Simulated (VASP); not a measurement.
# ZrZnCl6 in VASP: single point with PBEsol

Aim: the single point of ZrZnCl6 with PBEsol.

Everything below comes from runs of VASP 6.6.1. Logs are shortened: lines on timing, memory, paths and dates and some standing lists are left out, and cuts for length are marked.

### Step 1. The cell of the first run

The typed cell holds 8 atoms: a = 6.176 Å, b = 6.175 Å, c = 6.639 Å, α = 62.29°, β = 62.30°, γ = 60.01°.

### Step 2. Single point, PBEsol

INCAR

```
SYSTEM = ZrZnCl6
  PREC = Accurate
  ENCUT = 520
  EDIFF = 1E-6
  ISMEAR = -1
  SIGMA = 0.05
  LREAL = .False.
  LASPH = .True.
  NELM = 80
  ALGO = Normal
  ISIF = 2
  LWAVE = .False.
  LCHARG = .False.
  GGA = PS
  NBANDS = 43
```

KPOINTS

```
regular mesh
0
Gamma
  4 4 4
  0 0 0
```

POSCAR

```
ZrZnCl6
1.0
   -0.0023332791      4.3655395973      4.3683925993
    4.3665381624     -0.0003457053      4.3664017510
    4.6870387440      4.6903176527     -0.3216793944
Zr Zn Cl
1 1 6
Direct
    0.5030219422      0.5033340140      0.4989132868
    0.0030380912      0.0033413079     -0.0011229308
    0.9060812715      0.2529577013      0.2474721812
    0.0999353855      0.7536792221      0.7504047407
    0.2527075218      0.6020393624      0.2473627713
    0.7532867872      0.4046370883      0.7505239569
    0.4042116359      0.1002689906      0.7505171690
    0.6018380082      0.9063805431      0.2473529811
```

Potentials or basis: VASP PAW PBE potentials, release 64 (Zr_sv, Zn, Cl).

The run is started by

```
> cat potpaw_PBE.64/Zr_sv/POTCAR potpaw_PBE.64/Zn/POTCAR potpaw_PBE.64/Cl/POTCAR > POTCAR
> mpirun -np 1 vasp_std > vasp.out
```

OUTCAR:

```text
SYSTEM = ZrZnCl6
   PREC = Accurate
   ENCUT = 520
   EDIFF = 1E-6
   ISMEAR = -1
   LREAL = .False.
   LASPH = .True.
   NELM = 80
   ISIF = 2
   GGA = PS

 ion  position               nearest neighbor table
   1  0.503  0.503  0.499-   8 2.46   5 2.46   3 2.46   7 2.46   6 2.46   4 2.46
   2  0.003  0.003  0.999-   4 2.45   7 2.45   3 2.45   6 2.45   8 2.45   5 2.45
   3  0.906  0.253  0.247-   2 2.45   1 2.46
   4  0.100  0.754  0.750-   2 2.45   1 2.46
   5  0.253  0.602  0.247-   2 2.45   1 2.46
   6  0.753  0.405  0.751-   2 2.45   1 2.46
   7  0.404  0.100  0.751-   2 2.45   1 2.46
   8  0.602  0.906  0.247-   2 2.45   1 2.46

  LATTYP: Found a triclinic cell.
 ALAT       =    10.9708544179
 B/A-ratio  =     0.5628660091
 C/A-ratio  =     0.6052596782
 COS(alpha) =     0.0000616754
 COS(beta)  =     0.3434006316
 COS(gamma) =     0.8443894885

  Lattice vectors:

 A1 = (   4.0460375808,  -4.6910090633,   9.0544828964)
 A2 = (   4.3665381624,  -0.0003457053,   4.3664017510)
 A3 = (  -4.6893720231,  -0.3247780554,   4.6900719937)

Analysis of symmetry for initial positions (statically):
=====================================================================
 Subroutine PRICEL returns:
 Original cell was already a primitive cell.

 Routine SETGRP: Setting up the symmetry group for a
 triclinic supercell.

 Subroutine GETGRP returns: Found  1 space group operations
 (whereof  1 operations were pure point group operations)
 out of a pool of  2 trial point group operations.

The static configuration has the point symmetry C_1 .

Analysis of symmetry for dynamics (positions and initial velocities):
=====================================================================
 Subroutine PRICEL returns:
 Original cell was already a primitive cell.

 Routine SETGRP: Setting up the symmetry group for a
 triclinic supercell.

 Subroutine GETGRP returns: Found  1 space group operations
 (whereof  1 operations were pure point group operations)
 out of a pool of  2 trial point group operations.

The dynamic configuration has the point symmetry C_1 .

 Subroutine INISYM returns: Found  1 space group operations
 (whereof  1 operations are pure point group operations),
 and found     1 'primitive' translations

----------------------------------------------------------------------------------------

                                     Primitive cell

  volume of cell :     184.9964

  direct lattice vectors                    reciprocal lattice vectors
    -0.002333279  4.365539597  4.368392599    -0.110703243  0.118219171  0.110716062
     4.366538162 -0.000345705  4.366401751     0.118345301 -0.110672836  0.110663767
     4.687038744  4.690317653 -0.321679394     0.103046391  0.103163858 -0.103041442

  length of vectors
     6.175823453  6.175121043  6.638590928     0.196186205  0.196215586  0.178546574

  position of ions in fractional coordinates (direct lattice)
     0.503021942  0.503334014  0.498913287
     0.003038091  0.003341308  0.998877069
     0.906081271  0.252957701  0.247472181
     0.099935385  0.753679222  0.750404741
     0.252707522  0.602039362  0.247362771
     0.753286787  0.404637088  0.750523957
     0.404211636  0.100268991  0.750517169
     0.601838008  0.906380543  0.247352981

  ion indices of the primitive-cell ions
   primitive index   ion index
                 1           1
                 2           2
                 3           3
                 4           4
                 5           5
                 6           6
                 7           7
                 8           8

----------------------------------------------------------------------------------------

 KPOINTS: regular mesh

Automatic generation of k-mesh.
 Grid dimensions read from file:
 generate k-points for:    4    4    4

 Generating k-lattice:

  Cartesian coordinates                     Fractional coordinates (reciprocal lattice)
    -0.027675811  0.029554793  0.027679015     0.250000000  0.000000000  0.000000000
     0.029586325 -0.027668209  0.027665942     0.000000000  0.250000000  0.000000000
     0.025761598  0.025790965 -0.025760361     0.000000000  0.000000000  0.250000000

  Length of vectors
     0.049046551  0.049053897  0.044636643

  Shift w.r.t. Gamma in fractional coordinates (k-lattice)
     0.000000000  0.000000000  0.000000000

 Subroutine IBZKPT returns following result:
 ===========================================

 Found     36 irreducible k-points:

 Following reciprocal coordinates:
            Coordinates               Weight
  0.000000  0.000000  0.000000      1.000000
  0.250000  0.000000  0.000000      2.000000
  0.500000  0.000000  0.000000      1.000000
 -0.000000  0.250000  0.000000      2.000000
  0.250000  0.250000  0.000000      2.000000
  0.500000  0.250000  0.000000      2.000000
[... 16 lines left out ...]
  0.000000 -0.250000  0.250000      2.000000
  0.250000 -0.250000  0.250000      2.000000
 [... further k-points ...]
   k-points           NKPTS =     36   k-points in BZ     NKDIM =     36   number of bands    NBANDS=     43
   number of dos      NEDOS =    301   number of ions     NIONS =      8
   total plane-waves  NPLWV = 115200
   dimension x,y,z NGX =    48 NGY =   48 NGZ =   50
   dimension x,y,z NGXF=    96 NGYF=   96 NGZF=  100
   ions per type =               1   1   6
   NGX,Y,Z   is equivalent  to a cutoff of  12.92, 12.92, 12.52 a.u.
   NGXF,Y,Z  is equivalent  to a cutoff of  25.84, 25.85, 25.04 a.u.
 SYSTEM =  ZrZnCl6
   PREC   = accura    normal or accurate (medium, high low for compatibility)
   ISTART =      0    job   : 0-new  1-cont  2-samecut
   ICHARG =      2    charge: 1-file 2-atom 10-const
   ISPIN  =      1    spin polarized calculation?
   LNONCOLLINEAR =      F non collinear calculations
   LSORBIT =      F    spin-orbit coupling
   LASPH  =      T    aspherical Exc in radial PAW
   ENCUT  =  520.0 eV  38.22 Ry    6.18 a.u.  11.48 11.48 12.34*2*pi/ulx,y,z
   NELM   =     80;   NELMIN=  2; NELMDL= -5     # of ELM steps
   EDIFF  = 0.1E-05   stopping-criterion for ELM
   LREAL  =      F    real-space projection
[... 7 lines left out ...]
   TEBEG  =    0.0;   TEEND  =   0.0 temperature during run
   PSTRESS=    0.0 pullay stress
   NELECT =      66.0000    total number of electrons
   NUPDOWN=      -1.0000    fix difference up-down
   EMIN   =  10.00;   EMAX   =-10.00  energy-range for DOS
   EFERMI =   0.00;   METHOD = LEGACY
   ISMEAR =    -1;   SIGMA  =   0.05  broadening in eV -4-tet -1-fermi 0-gaus
   EFERMI_NEDOS =   21; number of points for ismear=-14 and -15
   IALGO  =     38    algorithm
   IMIX   =      4    mixing-type and parameters
     AMIX     =   0.40;   BMIX     =  1.00
     AMIX_MAG =   1.60;   BMIX_MAG =  1.00
  volume/ion in A,a.u.               =      23.12       156.05
  Fermi-wavevector in a.u.,A,eV,Ry     =   1.161097  2.194155 18.342634  1.348146
  Thomas-Fermi vector in A             =   2.297672
   LORBIT       =      0    0 simple, 1 ext, 2 COOP (PROOUT), +10 PAW based schemes
   GGA     = PS    functional components
   LHFCALC =     F    Hartree Fock is set to
   AEXX    =    0.0000 exact exchange contribution
   IVDW    =     0    specifies the selected vdW correction
   LEPSILON=     F    determine dielectric tensor
   LRPA    =     F    only Hartree local field effects (RPA)
 non-spin polarized calculation
  energy-cutoff  :      520.00
  volume of cell :      185.00
 maximum number of plane-waves:      5031
 NGX is ok and might be reduce to    48
   NGX = 23   NGY = 23   NGZ = 25

 number of electron      65.9999998 magnetization

 Free energy of the ion-electron system (eV)
  ---------------------------------------------------
  ext. energy  EPLUGINS =         0.00000000
  ---------------------------------------------------
  free energy    TOTEN  =       -34.44870774 eV

  energy without entropy =      -34.44870774  energy(sigma->0) =      -34.44870774

 E-fermi :   2.1172     XC(G=0):  -9.2307

 val. band max:        0.9453940501   @ k =   0.0000   0.0000   0.0000
 cond. band min:       3.6984249269   @ k =  -0.0000   0.5000   0.5000
 fundamental gap:      2.7530308768
 Fermi energy:         2.1171717555

 k-point     1 :       0.0000    0.0000    0.0000
  band No.  band energies     occupation
      1     -47.2752      2.00000
      2     -25.3574      2.00000
      3     -25.3573      2.00000
      4     -25.3295      2.00000
      5     -13.1447      2.00000
      6     -12.2539      2.00000
[... 35 lines left out ...]
     42       9.3617      0.00000
     43       9.3629      0.00000

 k-point     2 :       0.2500    0.0000    0.0000
  band No.  band energies     occupation
      1     -47.2752      2.00000
      2     -25.3577      2.00000
      3     -25.3575      2.00000
      4     -25.3295      2.00000
      5     -12.9973      2.00000
      6     -12.3238      2.00000
[... 35 lines left out ...]
     42       9.4467      0.00000
     43      10.2136      0.00000

 k-point     3 :       0.5000    0.0000    0.0000
  band No.  band energies     occupation
      1     -47.2751      2.00000
      2     -25.3580      2.00000
      3     -25.3575      2.00000
      4     -25.3295      2.00000
      5     -12.6619      2.00000
      6     -12.6012      2.00000
[... 35 lines left out ...]
     42       9.9735      0.00000
     43      10.4802      0.00000

 k-point     4 :      -0.0000    0.2500    0.0000
  band No.  band energies     occupation
      1     -47.2752      2.00000
      2     -25.3577      2.00000
      3     -25.3574      2.00000
      4     -25.3295      2.00000
      5     -12.9973      2.00000
      6     -12.3236      2.00000
[... 863 lines left out ...]
     42       9.6857      0.00000
     43      10.2792      0.00000

 k-point    23 :       0.0000   -0.2500    0.2500
  band No.  band energies     occupation
      1     -47.2752      2.00000
      2     -25.3578      2.00000
      3     -25.3574      2.00000
      4     -25.3297      2.00000
      5     -12.8135      2.00000
      6     -12.4540      2.00000
[... 35 lines left out ...]
     42       9.9465      0.00000
     43      10.4569      0.00000

 k-point    24 :       0.2500   -0.2500    0.2500
  band No.  band energies     occupation
      1     -47.2751      2.00000
      2     -25.3579      2.00000
      3     -25.3576      2.00000
      4     -25.3295      2.00000
      5     -12.7108      2.00000
      6     -12.4968      2.00000
[... 35 lines left out ...]
     42       9.9150      0.00000
     43      10.1628      0.00000

 [... further k-points ...]

------------------------ aborting loop because EDIFF is reached ----------------------------------------

  FORCE on cell =-STRESS in cart. coord.  units (eV):
  Direction    XX          YY          ZZ          XY          YZ          ZX
  --------------------------------------------------------------------------------------
  -------------------------------------------------------------------------------------
  Total        0.0090514      0.0095249      0.0082094      0.0028749      0.0005745      0.0043600
  in kB        0.0783908      0.0824916      0.0710982      0.0248979      0.0049759      0.0377598
  external PRESSURE =       0.0773269 kB  Pullay stress =       0.0000000 kB

 VOLUME and BASIS-vectors are now :
 -----------------------------------------------------------------------------
  energy-cutoff  :      520.00
  volume of cell :      185.00
      direct lattice vectors                 reciprocal lattice vectors
    -0.002333279  4.365539597  4.368392599    -0.110703243  0.118219171  0.110716062
     4.366538162 -0.000345705  4.366401751     0.118345301 -0.110672836  0.110663767
     4.687038744  4.690317653 -0.321679394     0.103046391  0.103163858 -0.103041442

 POSITION                                       TOTAL-FORCE (eV/Angst)
 -----------------------------------------------------------------------------------
      4.53508      4.53585      4.23467         0.000126      0.000004     -0.000009
      4.69636      4.69831     -0.29346         0.000385      0.000314      0.000196
      2.26235      5.11617      4.98303         0.005557      0.005755      0.005895
      6.80791      3.95565      3.48603        -0.005824     -0.005777     -0.005913
      3.78764      2.26321      3.65310        -0.005520      0.005535     -0.005854
      5.28284      6.80856      4.81603         0.005420     -0.005757      0.005800
      3.95459      5.28473      1.96214        -0.006226      0.005775      0.005594
      5.11569      3.78720      6.50712         0.006082     -0.005847     -0.005709
 -----------------------------------------------------------------------------------
    total drift:                                0.000338      0.000329      0.000353

  FREE ENERGIE OF THE ION-ELECTRON SYSTEM (eV)
  ---------------------------------------------------
  free  energy   TOTEN  =       -34.4487077444 eV

  energy  without entropy=      -34.4487077444  energy(sigma->0) =      -34.44870774
```

It took 7.5 min on 1 thread of AMD EPYC 7R13, shared host; peak memory 0.44 GiB.

What came out:

```
Free energy            : -34.4487 eV
Pressure               : 0.0 GPa
Largest force          : 0.010 eV/Å
Band gap on the k mesh : 2.75 eV (least direct gap 2.92 eV)
```

Forces in eV/Å, atoms in the order of the input:
```
Zr   0.000  0.000  0.000
Zn   0.000  0.000  0.000
Cl   0.006  0.006  0.006
Cl  -0.006 -0.006 -0.006
Cl  -0.006  0.006 -0.006
Cl   0.005 -0.006  0.006
Cl  -0.006  0.006  0.006
Cl   0.006 -0.006 -0.006
```

Caveat: the PAW data sets were made with another functional, which shifts forces and pressure a little. A k mesh can miss the band edges.
